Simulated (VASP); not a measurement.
# PtC (Fm-3m) in VASP: relaxation of cell and atoms with PBE

Aim: the relaxation of cell and atoms of PtC with PBE.

All numbers are computed with VASP 6.6.1; they aren't measurements. Logs are shortened: lines on timing, memory, paths and dates and some standing lists are left out, and cuts for length are marked.

### 1 The cell of the first run

It takes space group Fm-3m (No. 225, cubic). Conventional cell: a = 4.471 Å, b = 4.471 Å, c = 4.471 Å, α = 90.00°, β = 90.00°, γ = 90.00°. Pt (site symmetry m-3m) has 6 C at 2.24 Å within 3.0 Å. Within 3.0 Å of C (site symmetry m-3m) lie 6 Pt at 2.24 Å.

### 2 Relaxation of cell and atoms, PBE

The input, INCAR:

```
PREC = Accurate
ENCUT = 600
EDIFF = 1E-6
ISMEAR = 0
SIGMA = 0.1
LREAL = False
LASPH = True
NELM = 60
ALGO = Normal
ISIF = 3
LWAVE = False
LCHARG = False
GGA = PE
IBRION = 2
NSW = 100
EDIFFG = -0.01
```

The input, KPOINTS:

```
regular mesh
0
Gamma
  22 22 22
```

The input, POSCAR:

```
PtC
1.0
    0.0000000000      2.2355506395      2.2355506395
    2.2355506395      0.0000000000      2.2355506395
    2.2355506395      2.2355506395      0.0000000000
Pt C
1 1
Direct
    0.0000000000      0.0000000000      0.0000000000
    0.5000000000      0.5000000000      0.5000000000
```

Potentials or basis: VASP PAW PBE potentials, release 64 (Pt, C).

On the command line:

```sh
cat potpaw_PBE.64/Pt/POTCAR potpaw_PBE.64/C/POTCAR > POTCAR
mpirun -np 1 vasp_std > vasp.out
```

OUTCAR:

```text
PREC = Accurate
   ENCUT = 600
   EDIFF = 1E-6
   ISMEAR = 0
   LREAL = False
   LASPH = True
   NELM = 60
   ISIF = 3
   GGA = PE
   IBRION = 2
   NSW = 100
   EDIFFG = -0.01

 ion  position               nearest neighbor table
   1  0.000  0.000  0.000-   2 2.24   2 2.24   2 2.24   2 2.24   2 2.24   2 2.24
   2  0.500  0.500  0.500-   1 2.24   1 2.24   1 2.24   1 2.24   1 2.24   1 2.24

  LATTYP: Found a face centered cubic cell.
 ALAT       =     4.4711012790

  Lattice vectors:

 A1 = (   0.0000000000,   2.2355506395,   2.2355506395)
 A2 = (   2.2355506395,   0.0000000000,   2.2355506395)
 A3 = (   2.2355506395,   2.2355506395,   0.0000000000)

Analysis of symmetry for initial positions (statically):
=====================================================================
 Subroutine PRICEL returns:
 Original cell was already a primitive cell.

 Routine SETGRP: Setting up the symmetry group for a
 face centered cubic supercell.

 Subroutine GETGRP returns: Found 48 space group operations
 (whereof 48 operations were pure point group operations)
 out of a pool of 48 trial point group operations.

The static configuration has the point symmetry O_h .

Analysis of symmetry for dynamics (positions and initial velocities):
=====================================================================
 Subroutine PRICEL returns:
 Original cell was already a primitive cell.

 Routine SETGRP: Setting up the symmetry group for a
 face centered cubic supercell.

 Subroutine GETGRP returns: Found 48 space group operations
 (whereof 48 operations were pure point group operations)
 out of a pool of 48 trial point group operations.

The dynamic configuration has the point symmetry O_h .

 Subroutine INISYM returns: Found 48 space group operations
 (whereof 48 operations are pure point group operations),
 and found     1 'primitive' translations

----------------------------------------------------------------------------------------

                                     Primitive cell

  volume of cell :      22.3452

  direct lattice vectors                    reciprocal lattice vectors
     0.000000000  2.235550639  2.235550639    -0.223658544  0.223658544  0.223658544
     2.235550639  0.000000000  2.235550639     0.223658544 -0.223658544  0.223658544
     2.235550639  2.235550639  0.000000000     0.223658544  0.223658544 -0.223658544
[... 97 lines left out ...]
   EMIN   =  10.00;   EMAX   =-10.00  energy-range for DOS
   EFERMI =   0.00;   METHOD = LEGACY
   ISMEAR =     0;   SIGMA  =   0.10  broadening in eV -4-tet -1-fermi 0-gaus
   EFERMI_NEDOS =   21; number of points for ismear=-14 and -15
   IALGO  =     38    algorithm
   IMIX   =      4    mixing-type and parameters
     AMIX     =   0.40;   BMIX     =  1.00
     AMIX_MAG =   1.60;   BMIX_MAG =  1.00
  volume/ion in A,a.u.               =      11.17        75.40
  Fermi-wavevector in a.u.,A,eV,Ry     =   1.400844  2.647211 26.699569  1.962363
  Thomas-Fermi vector in A             =   2.523764
   LORBIT       =      0    0 simple, 1 ext, 2 COOP (PROOUT), +10 PAW based schemes
   GGA     = PE    functional components
   LHFCALC =     F    Hartree Fock is set to
   AEXX    =    0.0000 exact exchange contribution
   IVDW    =     0    specifies the selected vdW correction
   LEPSILON=     F    determine dielectric tensor
   LRPA    =     F    only Hartree local field effects (RPA)
 conjugate gradient relaxation of ions
 non-spin polarized calculation
 Gauss-broadening in eV      SIGMA  =   0.10
  energy-cutoff  :      600.00
  volume of cell :       22.35
 maximum number of plane-waves:       760
 NGX is ok and might be reduce to    28
   NGX = 13   NGY = 13   NGZ = 13

--------------------------------------- Ionic step        1  -------------------------------------------

 number of electron      14.0000001 magnetization

 Free energy of the ion-electron system (eV)
  ---------------------------------------------------
  ext. energy  EPLUGINS =         0.00000000
  ---------------------------------------------------
  free energy    TOTEN  =       -12.40790967 eV

  energy without entropy =      -12.40286568  energy(sigma->0) =      -12.40538767

------------------------ aborting loop because EDIFF is reached ----------------------------------------

  FORCE on cell =-STRESS in cart. coord.  units (eV):
  Direction    XX          YY          ZZ          XY          YZ          ZX
  --------------------------------------------------------------------------------------
  -------------------------------------------------------------------------------------
  Total       -0.1275828     -0.1275828     -0.1275828      0.0000000      0.0000000      0.0000000
  in kB       -9.1478510     -9.1478510     -9.1478510      0.0000000      0.0000000      0.0000000
  external PRESSURE =      -9.1478510 kB  Pullay stress =       0.0000000 kB
[... 59 lines left out ...]
--------------------------------------- Ionic step        3  -------------------------------------------

 number of electron      14.0000001 magnetization

 Free energy of the ion-electron system (eV)
  ---------------------------------------------------
  ext. energy  EPLUGINS =         0.00000000
  ---------------------------------------------------
  free energy    TOTEN  =       -12.40814296 eV

  energy without entropy =      -12.40308844  energy(sigma->0) =      -12.40561570

 E-fermi :  10.3223     XC(G=0): -13.1132

 val. band max:       10.3150846345   @ k =   0.2727   0.1818   0.0455
 cond. band min:      10.3269829587   @ k =   0.0455   0.0000   0.0000
 fundamental gap:      0.0118983243
 Fermi energy:        10.3223257489

 k-point     1 :       0.0000    0.0000    0.0000
  band No.  band energies     occupation
      1      -4.3721      2.00000
      2       6.1280      2.00000
      3       6.1280      2.00000
      4       6.1280      2.00000
      5       6.8108      2.00000
      6       6.8108      2.00000
      7      10.1562      1.98119
      8      10.1562      1.98119
      9      10.1562      1.98119
     10      16.3257      0.00000
     11      22.6333      0.00000
[... 309 lines left out ...]
 k-point    24 :      -0.4545    0.0455    0.0000
  band No.  band energies     occupation
      1      -0.5999      2.00000
      2       1.5812      2.00000
      3       3.8145      2.00000
      4       3.8547      2.00000
      5       8.0300      2.00000
      6       8.0794      2.00000
      7       9.5343      2.00000
      8      15.3489      0.00000
      9      15.7375      0.00000
     10      16.6644      0.00000
     11      21.8039      0.00000

 [... further k-points ...]
[... 5 lines left out ...]
  --------------------------------------------------------------------------------------
  -------------------------------------------------------------------------------------
  Total        0.0015878      0.0015878      0.0015878     -0.0000000     -0.0000000      0.0000000
  in kB        0.1142625      0.1142625      0.1142625     -0.0000000     -0.0000000      0.0000000
  external PRESSURE =       0.1142625 kB  Pullay stress =       0.0000000 kB
[... 17 lines left out ...]
  FREE ENERGIE OF THE ION-ELECTRON SYSTEM (eV)
  ---------------------------------------------------
  free  energy   TOTEN  =       -12.4081429556 eV

  energy  without entropy=      -12.4030884356  energy(sigma->0) =      -12.40561570

 reached required accuracy - stopping structural energy minimisation
```

CONTCAR:

```text
PtC
   1.00000000000000
     0.0000000000000000    2.2328592069586608    2.2328592069586608
     2.2328592069586608   -0.0000000000000000    2.2328592069586608
     2.2328592069586608    2.2328592069586608   -0.0000000000000000
  Pt              C
     1     1
Direct
     0.0000000000000000    0.0000000000000000    0.0000000000000000
     0.5000000000000000    0.5000000000000000    0.5000000000000000

  0.00000000E+00  0.00000000E+00  0.00000000E+00
  0.00000000E+00  0.00000000E+00  0.00000000E+00
```

Wall time 6 min (1 thread of Intel Xeon 8259CL, shared host); peak memory 0.26 GiB.

Results:

* Free energy: -12.4081 eV
* Relaxed volume: 11.13 Å³/atom
* Relaxed cell: a = 3.158 Å, b = 3.158 Å, c = 3.158 Å, α = 60.00°, β = 60.00°, γ = 60.00°
* Space group after relaxing (to 0.1 Å): Fm-3m (No. 225)
* Energy gained by relaxing: 0.1 meV/atom
* Ionic steps: 3
* Pressure after relaxing: 0.0 GPa
* Band gap on the k mesh: zero (bands 7 and 8 overlap by 2.03 eV)

The path:
```tsv
step	energy change (eV)	largest force (eV/Å)	pressure (GPa)	volume (Å³)
1	0.0000	0.0000	-0.91	22.35
2	0.0003	0.0000	1.49	22.14
3	-0.0002	0.0000	0.01	22.26
```

Final structure:
```xyz
2
Lattice="0.0000 2.2329 2.2329 2.2329 0.0000 2.2329 2.2329 2.2329 0.0000" Properties=species:S:1:pos:R:3 pbc="T T T"
Pt    0.0000    0.0000    0.0000
C     2.2329    2.2329    2.2329
```

Levels at points of the mesh, in eV from the Fermi level:
| k point | band 3 | band 4 | band 5 | band 6 | band 7 | band 8 | band 9 | band 10 | band 11 |
| --- | --- | --- | --- | --- | --- | --- | --- | --- | --- |
| (0.00, 0.00, 0.00) | -4.19 | -4.19 | -3.51 | -3.51 | -0.17 | -0.17 | -0.17 | 6.00 | 12.31 |
| (0.50, 0.00, 0.00) | -6.53 | -6.53 | -2.24 | -2.24 | -0.76 | 5.45 | 5.45 | 6.04 | 11.70 |
| (0.50, 0.50, 0.00) | -5.28 | -2.58 | -1.95 | -1.95 | -1.65 | -1.65 | 1.12 | 4.57 | 12.45 |

Caveat: spin-orbit coupling is left out, which moves the levels of the heavy elements.
